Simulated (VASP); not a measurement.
# SnTe (F-43m) in VASP: notebook, part 2 of 3

VASP 6.6.1.

## Step 3: Elastic constants, PBEsol

Input file INCAR:

```
PREC     = Accurate       # precision mode
ENCUT    = 600            # plane-wave cutoff, eV
EDIFF    = 1E-8           # SCF threshold, eV
ISMEAR   = -1             # smearing method
SIGMA    = 0.05           # smearing width, eV
LREAL    = False          # projectors in reciprocal space
LASPH    = True           # aspherical terms in the spheres
NELM     = 80             # most SCF steps
ALGO     = Normal         # electronic algorithm
ISIF     = 3              # what is computed and relaxed
LWAVE    = False          # write WAVECAR
LCHARG   = False          # write CHGCAR
GGA      = PS             # functional
NBANDS   = 17             # bands
IBRION   = 6              # ionic algorithm
NFREE    = 2            
POTIM    = 0.015          # step
NSW      = 1              # ionic steps
```

Input file KPOINTS:

```
Automatic mesh
0
Gamma
  5 5 5
```

Input file POSCAR:

```
SnTe
1.0
    0.0000000000      3.6111460000      3.6111460000
    3.6111460000      0.0000000000      3.6111460000
    3.6111460000      3.6111460000      0.0000000000
Te Sn
1 1
Direct
    0.2500000000      0.2500000000      0.2500000000
    0.0000000000      0.0000000000      0.0000000000
```

Potentials or basis: VASP PAW PBE potentials, release 64 (Te, Sn_d).

Command:

```console
> cat potpaw_PBE.64/Te/POTCAR potpaw_PBE.64/Sn_d/POTCAR > POTCAR
> mpirun -np 1 vasp_std > vasp.out
```

OUTCAR:

```text
PREC = Accurate
   ENCUT = 600
   EDIFF = 1E-8
   ISMEAR = -1
   LREAL = False
   LASPH = True
   NELM = 80
   ISIF = 3
   GGA = PS
   IBRION = 6
   NFREE = 2
   POTIM = 0.015
   NSW = 1

 ion  position               nearest neighbor table
   1  0.250  0.250  0.250-   2 3.13   2 3.13   2 3.13   2 3.13
   2  0.000  0.000  0.000-   1 3.13   1 3.13   1 3.13   1 3.13

  LATTYP: Found a face centered cubic cell.
 ALAT       =     7.2222920000

  Lattice vectors:

 A1 = (   0.0000000000,   3.6111460000,   3.6111460000)
 A2 = (   3.6111460000,   0.0000000000,   3.6111460000)
 A3 = (   3.6111460000,   3.6111460000,   0.0000000000)

Analysis of symmetry for initial positions (statically):
=====================================================================
 Subroutine PRICEL returns:
 Original cell was already a primitive cell.

 Routine SETGRP: Setting up the symmetry group for a
 face centered cubic supercell.

 Subroutine GETGRP returns: Found 24 space group operations
 (whereof 24 operations were pure point group operations)
 out of a pool of 48 trial point group operations.

The static configuration has the point symmetry T_d .

Analysis of symmetry for dynamics (positions and initial velocities):
=====================================================================
 Subroutine PRICEL returns:
 Original cell was already a primitive cell.

 Routine SETGRP: Setting up the symmetry group for a
 face centered cubic supercell.

 Subroutine GETGRP returns: Found 24 space group operations
 (whereof 24 operations were pure point group operations)
 out of a pool of 48 trial point group operations.

The dynamic configuration has the point symmetry T_d .

 Subroutine INISYM returns: Found 24 space group operations
 (whereof 24 operations are pure point group operations),
 and found     1 'primitive' translations

----------------------------------------------------------------------------------------

                                     Primitive cell

  volume of cell :      94.1814

  direct lattice vectors                    reciprocal lattice vectors
     0.000000000  3.611146000  3.611146000    -0.138460201  0.138460201  0.138460201
     3.611146000  0.000000000  3.611146000     0.138460201 -0.138460201  0.138460201
     3.611146000  3.611146000  0.000000000     0.138460201  0.138460201 -0.138460201

  length of vectors
     5.106931649  5.106931649  5.106931649     0.239820102  0.239820102  0.239820102

  position of ions in fractional coordinates (direct lattice)
     0.250000000  0.250000000  0.250000000
     0.000000000  0.000000000  0.000000000

  ion indices of the primitive-cell ions
   primitive index   ion index
[... 217 lines left out ...]

 number of electron      20.0000000 magnetization

------------------------ aborting loop because EDIFF is reached ----------------------------------------
[... 67 lines left out ...]
--------------------------------------- Ionic step       17  -------------------------------------------

 number of electron      20.0000000 magnetization

 Free energy of the ion-electron system (eV)
  ---------------------------------------------------
  ext. energy  EPLUGINS =         0.00000000
  ---------------------------------------------------
  free energy    TOTEN  =        -7.60237476 eV

  energy without entropy =       -7.60009308  energy(sigma->0) =       -7.60123392

 E-fermi :   3.0059     XC(G=0):  -7.6280

 val. band max:        2.7918622457   @ k =   0.2000  -0.6000  -0.2000
 cond. band min:       3.1517714375   @ k =   0.4000   0.4000   0.0000
 fundamental gap:      0.3599091919
 Fermi energy:         3.0058509418

 k-point     1 :       0.0000    0.0000    0.0000
  band No.  band energies     occupation
      1     -18.6597      2.00000
      2     -18.6592      2.00000
      3     -18.6586      2.00000
      4     -18.6499      2.00000
      5     -18.6498      2.00000
      6      -8.5081      2.00000
[... 457 lines left out ...]
      4     -18.6504      2.00000
      5     -18.6493      2.00000
      6      -7.7578      2.00000
[... 9 lines left out ...]
     16       9.9547      0.00000
     17      12.2373      0.00000

 [... further k-points ...]

------------------------ aborting loop because EDIFF is reached ----------------------------------------

  FORCE on cell =-STRESS in cart. coord.  units (eV):
  Direction    XX          YY          ZZ          XY          YZ          ZX
  --------------------------------------------------------------------------------------
  -------------------------------------------------------------------------------------
  Total       -0.7998968     -0.7994627     -0.7994627      0.0000000     -0.0461486      0.0000000
  in kB      -13.6075325    -13.6001480    -13.6001480      0.0000000     -0.7850613      0.0000000
  external PRESSURE =     -13.6026095 kB  Pullay stress =       0.0000000 kB
[... 17 lines left out ...]
  FREE ENERGIE OF THE ION-ELECTRON SYSTEM (eV)
  ---------------------------------------------------
  free  energy   TOTEN  =        -7.6023747610 eV

  energy  without entropy=       -7.6000930775  energy(sigma->0) =       -7.60123392

 INTERNAL STRAIN TENSORS FROM STRAINED CELLS
 ============================================

 INTERNAL STRAIN TENSOR FOR ION    1 for displacements in x,y,z  (eV/Angst):
          X           Y           Z          XY          YZ          ZX
  --------------------------------------------------------------------------------
  x     0.00000    -0.00000    -0.00000     0.00000    -3.08624     0.00000
  y     0.00000     0.00000    -0.00000     0.00000     0.00000    -3.08641
  z     0.00000    -0.00000    -0.00000    -3.08644    -0.00000     0.00000

 INTERNAL STRAIN TENSORS FROM DISPLACED ATOMS
 ============================================

 INTERNAL STRAIN TENSOR FOR ION    1 for displacements in x,y,z  (eV/Angst):
          X           Y           Z          XY          YZ          ZX
  --------------------------------------------------------------------------------
  x     0.00000    -0.00000    -0.00000     0.00000    -3.08546     0.00000
  y    -0.00000    -0.00000    -0.00000     0.00000     0.00000    -3.08546
  z    -0.00000    -0.00000     0.00000    -3.08546     0.00000     0.00000

 INTERNAL STRAIN TENSOR FOR ION    2 for displacements in x,y,z  (eV/Angst):
          X           Y           Z          XY          YZ          ZX
  --------------------------------------------------------------------------------
  x     0.00000    -0.00000    -0.00000     0.00000     3.08017     0.00000
  y    -0.00000     0.00000    -0.00000     0.00000     0.00000     3.08017
  z    -0.00000    -0.00000     0.00000     3.08017     0.00000     0.00000

 Eigenvectors and eigenvalues of the dynamical matrix
 ----------------------------------------------------

   1 f  =    3.055520 THz    19.198400 2PiTHz  101.921184 cm-1    12.636611 meV
             X         Y         Z           dx          dy          dz
      1.805573  1.805573  1.805573     0.000000    0.694675    0.000000
      0.000000  0.000000  0.000000     0.000000   -0.719324    0.000000
[... 21 lines left out ...]
   6 f/i=    0.001895 THz     0.011909 2PiTHz    0.063222 cm-1     0.007839 meV
             X         Y         Z           dx          dy          dz
      1.805573  1.805573  1.805573     0.000000    0.000000    0.719324
      0.000000  0.000000  0.000000     0.000000    0.000000    0.694675

--------------------------------------------------------------------------------------------------------

 ELASTIC MODULI CONTR FROM IONIC RELAXATION (kBar)
 Direction    XX          YY          ZZ          XY          YZ          ZX
 --------------------------------------------------------------------------------
 XX          -0.0000      0.0000      0.0000      0.0000     -0.0000      0.0000
 YY           0.0000     -0.0000     -0.0000      0.0000      0.0000     -0.0000
 ZZ           0.0000     -0.0000     -0.0000     -0.0000      0.0000      0.0000
 XY           0.0000      0.0000     -0.0000    -68.8170     -0.0000      0.0000
 YZ          -0.0000      0.0000      0.0000     -0.0000    -68.8170      0.0000
 ZX           0.0000     -0.0000      0.0000      0.0000      0.0000    -68.8170
 --------------------------------------------------------------------------------

 TOTAL ELASTIC MODULI (kBar)
 Direction    XX          YY          ZZ          XY          YZ          ZX
 --------------------------------------------------------------------------------
 XX         243.5530    220.7275    220.7275      0.0000     -0.0000      0.0000
 YY         220.7275    243.5530    220.7275      0.0000      0.0000     -0.0000
 ZZ         220.7275    220.7275    243.5530     -0.0000      0.0000      0.0000
 XY           0.0000      0.0000     -0.0000    -75.3976     -0.0000      0.0000
 YZ          -0.0000      0.0000      0.0000     -0.0000    -75.3976      0.0000
 ZX           0.0000     -0.0000      0.0000      0.0000      0.0000    -75.3976
 --------------------------------------------------------------------------------
```

Wall time 20 min (1 thread of Intel Xeon 8259CL, shared host); peak memory 0.39 GiB.

What came out:

```yaml
Elastic_constants_C11_C12_C44: 24, 22, -8 GPa
Voigt_bulk_modulus: 23 GPa
Highest_phonon_frequency_at_Γ_LO-TO_splitting_left_out: 102 cm⁻¹
```

Phonon frequencies in cm⁻¹ (negative: imaginary):
```
              q point        frequencies
(0.000, 0.000, 0.000)  0 0 0 102 102 102
```

Elastic tensor in Voigt notation (GPa, in the Cartesian axes of the cell as first typed):
```
24 22 22  0  0  0
22 24 22  0  0  0
22 22 24  0  0  0
 0  0  0 -8  0  0
 0  0  0  0 -8  0
 0  0  0  0  0 -8
```

Clamped-ion elastic tensor (GPa):
```
24 22 22  0  0  0
22 24 22  0  0  0
22 22 24  0  0  0
 0  0  0 -1  0  0
 0  0  0  0 -1  0
 0  0  0  0  0 -1
```

Caveat: the cell is under stress, which shifts elastic constants; the elastic tensor has a negative eigenvalue, so either the cell is unstable as it stands or the mesh is too thin; the PAW data sets were made with another functional, which shifts forces and pressure a little; spin-orbit coupling is left out, which moves the levels of the heavy elements.

## Step 4: Band structure, SCAN

Input file INCAR:

```
ALGO     = Normal         # electronic algorithm
EDIFF    = 1E-6           # SCF threshold, eV
EFERMI   = MIDGAP       
ENCUT    = 280            # plane-wave cutoff, eV
GGA_COMPAT= False        
ISMEAR   = 0              # smearing method
LASPH    = True           # aspherical terms in the spheres
LCHARG   = False          # write CHGCAR
LMIXTAU  = True         
LREAL    = False          # projectors in reciprocal space
LWAVE    = False          # write WAVECAR
METAGGA  = SCAN           # meta-GGA
NBANDS   = 22             # bands
NELM     = 120            # most SCF steps
PREC     = Accurate       # precision mode
SIGMA    = 0.03           # smearing width, eV
```

Input file KPOINTS:

```
Automatic mesh
0
Gamma
  4 4 4
  0 0 0
```

Input file KPOINTS_OPT:

```
path GXWKGLUWLK,UX
12
line-mode
reciprocal
 0.0000000000  0.0000000000  0.0000000000  G
 0.5000000000  0.0000000000  0.5000000000  X

 0.5000000000  0.0000000000  0.5000000000  X
 0.5000000000  0.2500000000  0.7500000000  W

 0.5000000000  0.2500000000  0.7500000000  W
 0.3750000000  0.3750000000  0.7500000000  K

 0.3750000000  0.3750000000  0.7500000000  K
 0.0000000000  0.0000000000  0.0000000000  G

 0.0000000000  0.0000000000  0.0000000000  G
 0.5000000000  0.5000000000  0.5000000000  L

 0.5000000000  0.5000000000  0.5000000000  L
 0.6250000000  0.2500000000  0.6250000000  U

 0.6250000000  0.2500000000  0.6250000000  U
 0.5000000000  0.2500000000  0.7500000000  W

 0.5000000000  0.2500000000  0.7500000000  W
 0.5000000000  0.5000000000  0.5000000000  L

 0.5000000000  0.5000000000  0.5000000000  L
 0.3750000000  0.3750000000  0.7500000000  K

 0.6250000000  0.2500000000  0.6250000000  U
 0.5000000000  0.0000000000  0.5000000000  X
```

POSCAR is that of step 3.

Potentials or basis: VASP PAW PBE potentials, release 64 (Te, Sn_d).

Command:

```console
> cat potpaw_PBE.64/Te/POTCAR potpaw_PBE.64/Sn_d/POTCAR > POTCAR
> mpirun -np 1 vasp_std > vasp.out
```

OUTCAR:

```text
EDIFF = 1E-6
   EFERMI = MIDGAP
   ENCUT = 280
   ISMEAR = 0
   LASPH = True
   LREAL = False
   METAGGA = SCAN
   NELM = 120
   PREC = Accurate

 Found      8 irreducible k-points:

 Following reciprocal coordinates:
            Coordinates               Weight
  0.000000  0.000000  0.000000      1.000000
  0.250000  0.000000  0.000000      8.000000
  0.500000  0.000000  0.000000      4.000000
  0.250000  0.250000  0.000000      6.000000
  0.500000  0.250000  0.000000     24.000000
 -0.250000  0.250000  0.000000     12.000000
   k-points           NKPTS =      8   k-points in BZ     NKDIM =      8   number of bands    NBANDS=     22
   number of dos      NEDOS =    301   number of ions     NIONS =      2
   total plane-waves  NPLWV =  21952
   dimension x,y,z NGX =    28 NGY =   28 NGZ =   28
   dimension x,y,z NGXF=    56 NGYF=   56 NGZF=   56
   ions per type =               1   1
   NGX,Y,Z   is equivalent  to a cutoff of   9.11,  9.11,  9.11 a.u.
   NGXF,Y,Z  is equivalent  to a cutoff of  18.23, 18.23, 18.23 a.u.
 SYSTEM =  unknown system
   PREC   = accura    normal or accurate (medium, high low for compatibility)
   ISTART =      0    job   : 0-new  1-cont  2-samecut
   ICHARG =      2    charge: 1-file 2-atom 10-const
   ISPIN  =      1    spin polarized calculation?
[... 58 lines left out ...]

 E-fermi :   3.0484     XC(G=0):  -8.0204

 val. band max:        3.0037628151   @ k =  -0.2500   0.5000   0.2500
 cond. band min:       3.0868387476   @ k =   0.5000   0.5000   0.0000
 fundamental gap:      0.0830759325
 Fermi energy:         3.0484474799

 k-point     1 :       0.0000    0.0000    0.0000
  band No.  band energies     occupation
      1     -19.2811      2.00000
      2     -19.2811      2.00000
      3     -19.2811      2.00000
      4     -19.2647      2.00000
      5     -19.2647      2.00000
      6      -9.0935      2.00000
[... 139 lines left out ...]
     21      14.7187      0.00000
     22      15.7166      0.00000

 [... further k-points ...]

------------------------ aborting loop because EDIFF is reached ----------------------------------------

  FORCE on cell =-STRESS in cart. coord.  units (eV):
  Direction    XX          YY          ZZ          XY          YZ          ZX
  --------------------------------------------------------------------------------------
  -------------------------------------------------------------------------------------
  Total       -0.6396048     -0.6396048     -0.6396048      0.0000000     -0.0000000     -0.0000000
  in kB      -10.8807078    -10.8807078    -10.8807078      0.0000000     -0.0000000     -0.0000000
  external PRESSURE =     -10.8807078 kB  Pullay stress =       0.0000000 kB

 VOLUME and BASIS-vectors are now :
 -----------------------------------------------------------------------------
  energy-cutoff  :      280.00
  volume of cell :       94.18
      direct lattice vectors                 reciprocal lattice vectors
     0.000000000  3.611146000  3.611146000    -0.138460201  0.138460201  0.138460201
     3.611146000  0.000000000  3.611146000     0.138460201 -0.138460201  0.138460201
     3.611146000  3.611146000  0.000000000     0.138460201  0.138460201 -0.138460201

 POSITION                                       TOTAL-FORCE (eV/Angst)
 -----------------------------------------------------------------------------------
      1.80557      1.80557      1.80557        -0.000000      0.000000      0.000000
      0.00000      0.00000      0.00000         0.000000     -0.000000     -0.000000
 -----------------------------------------------------------------------------------
    total drift:                               -0.000000     -0.000000      0.000001

  FREE ENERGIE OF THE ION-ELECTRON SYSTEM (eV)
  ---------------------------------------------------
  free  energy   TOTEN  =       -72.9395851278 eV

  energy  without entropy=      -72.9392582798  energy(sigma->0) =      -72.93942170
```

OSZICAR:

```text
N       E                     dE             d eps       ncg     rms          rms(c)
DAV:   1     0.523778943630E+02    0.52378E+02   -0.68611E+03   358   0.639E+02
DAV:   2    -0.638018025805E+02   -0.11618E+03   -0.11238E+03   378   0.212E+02
DAV:   3    -0.756481411176E+02   -0.11846E+02   -0.11803E+02   424   0.678E+01
DAV:   4    -0.759876872840E+02   -0.33955E+00   -0.33944E+00   424   0.129E+01
DAV:   5    -0.759983278768E+02   -0.10641E-01   -0.10640E-01   446   0.215E+00    0.446E+00
DAV:   6    -0.731636294812E+02    0.28347E+01   -0.75207E-01   388   0.906E+00    0.372E+00
DAV:   7    -0.726258467566E+02    0.53778E+00   -0.59316E-01   364   0.437E+00    0.780E-01
DAV:   8    -0.729087094648E+02   -0.28286E+00   -0.53347E-01   352   0.343E+00    0.584E-01
DAV:   9    -0.729928197205E+02   -0.84110E-01   -0.25790E-01   352   0.299E+00    0.604E-01
DAV:  10    -0.729390857765E+02    0.53734E-01   -0.27456E-01   352   0.308E+00    0.795E-01
[... 138 further cycles ...]
DAV:   8    -0.172577193681E+04   -0.13020E-05      348
DAV:   9    -0.172577193692E+04   -0.11414E-06      316
       N       E                     dE             ncg
DAV:   1    -0.725903480687E+03   -0.42571E+04      352
DAV:   2    -0.162736954965E+04   -0.90147E+03      378
DAV:   3    -0.172303903940E+04   -0.95669E+02      412
DAV:   4    -0.172581750653E+04   -0.27785E+01      436
DAV:   5    -0.172591512278E+04   -0.97616E-01      470
DAV:   6    -0.172591853968E+04   -0.34169E-02      476
DAV:   7    -0.172591857669E+04   -0.37013E-04      474
DAV:   8    -0.172591857729E+04   -0.59839E-06      352
```

It took 1.8 min on 1 thread of Intel Xeon 6975P-C (Granite Rapids), shared host; peak memory 0.16 GiB.

Results:

* Free energy: -72.9396 eV
* Pressure: -1.1 GPa
* Band gap on the k mesh: 0.08 eV (least direct gap 0.82 eV)
* Band gap along the path: 0.08 eV (least direct gap 0.82 eV)

Levels at the corners of the path, in eV from the valence-band top:
```csv
point,band 8,band 9,band 10,band 11,band 12,band 13
Γ,-2.07,-2.07,-2.07,0.97,0.97,0.97
X,-3.33,-3.33,-0.73,0.08,3.97,3.97
X,-3.33,-3.33,-0.73,0.08,3.97,3.97
W,-3.60,-3.51,0.00,1.33,2.32,3.18
W,-3.60,-3.51,0.00,1.33,2.32,3.18
K,-3.73,-3.14,-0.56,1.16,3.14,3.25
K,-3.73,-3.14,-0.56,1.16,3.14,3.25
Γ,-2.07,-2.07,-2.07,0.97,0.97,0.97
Γ,-2.07,-2.07,-2.07,0.97,0.97,0.97
L,-2.64,-2.64,-2.18,1.83,1.83,3.50
L,-2.64,-2.64,-2.18,1.83,1.83,3.50
U,-3.73,-3.14,-0.56,1.16,3.14,3.25
U,-3.73,-3.14,-0.56,1.16,3.14,3.25
W,-3.60,-3.51,0.00,1.33,2.32,3.18
W,-3.60,-3.51,0.00,1.33,2.32,3.18
L,-2.64,-2.64,-2.18,1.83,1.83,3.50
L,-2.64,-2.64,-2.18,1.83,1.83,3.50
K,-3.73,-3.14,-0.56,1.16,3.14,3.25
U,-3.73,-3.14,-0.56,1.16,3.14,3.25
X,-3.33,-3.33,-0.73,0.08,3.97,3.97
```

Caveat: the cutoff is under 1.25 times the usual one of these potentials, so pressure, stress and relaxed cells hold a basis-set (Pulay) error; semilocal functionals underestimate gaps, and a narrow one can read as zero; the PAW data sets were made with another functional, which shifts forces and pressure a little; spin-orbit coupling is left out, which moves the levels of the heavy elements.

(Part 2 of 3 ends here.)
